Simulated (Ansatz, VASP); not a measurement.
# Two plane-wave programs on Ir

```
CELL_PARAMETERS angstrom
2.75138 0.00000 0.00000
-1.37569 2.38276 0.00000
0.00000 0.00000 4.46229
ATOMIC_POSITIONS crystal
Ir 0.07467 0.37933 0.10600
Ir 0.74133 0.71267 0.60600
```

Alike in both runs: task single point; functional PBE; k mesh 6 × 6 × 4; occupations gaussian, width 0.1 eV; no spin polarisation.

```csv
,VASP,Ansatz
version,VASP 6.6.1,Ansatz 0.2.0
potentials or method,"VASP PAW PBE potentials, release 64 (Ir), cutoff 500 eV","scalar-relativistic, plane waves, PAW"
valence electrons in the cell,18,34
```

Ansatz gave:

- gap on the k mesh at the Fermi level (eV): none
- pressure (GPa): -1.6
- traceless stress, the component that is largest in VASP (GPa): -4.18

What did VASP give for the same quantities?

gap on the k mesh at the Fermi level (eV): none; pressure (GPa): -1.1; traceless stress, the component that is largest in VASP (GPa): -4.13.

A gap of «none» marks a metal or a gap that the smearing closes. The functional is the same, so the differences come from potentials, cutoffs and numerics. VASP's potentials hold 18 valence electrons a cell and Ansatz's 34, so a difference there can come from the potentials and not from the codes.

The k mesh is coarse, so the values compare programs but aren't converged. Neither program's run includes spin-orbit coupling.
